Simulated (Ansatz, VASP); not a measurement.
**One calculation of Ti3Al, two programs**

```
Ti Al
1.0
    -2.86096    0.00000    0.00000
    -1.43048   -2.47766    0.00000
     0.00000    0.00000   18.10418
Ti Al
6 2
Direct
  0.66667 0.66667 0.50000
  0.66667 0.66667 0.00000
  0.33333 0.33333 0.37577
  0.33333 0.33333 0.87577
  0.33333 0.33333 0.12423
  0.33333 0.33333 0.62423
  0.66667 0.66667 0.25000
  0.66667 0.66667 0.75000
```

Alike in both runs: task single point; functional LDA; k mesh 15 × 15 × 3; occupations gaussian, width 0.15 eV; no spin polarisation.

|  | VASP | Ansatz |
| --- | --- | --- |
| version | VASP 6.6.1 | Ansatz 0.2.0 |
| potentials or method | VASP PAW LDA potentials, release 64 (Ti_sv, Al), cutoff 520 eV | scalar-relativistic, plane waves, PAW |
| valence electrons in the cell | 78 | 78 |

```tsv
	VASP	Ansatz	Ansatz less VASP
gap on the k mesh at the Fermi level (eV)	none	none	-
pressure (GPa)	-0.1	0.0	+0.05
traceless stress, the component that is largest in VASP (GPa)	0.06	0.00	-0.054
rms of the force components (eV/Å)	0.004	0.001	-0.0034
```

LDA's correlation is that of Perdew and Zunger in VASP and of Perdew and Wang (1992) in Ansatz. Atom by atom the forces differ by 0.003 eV/Å (rms over components). A gap of «none» marks a metal or a gap that the smearing closes.
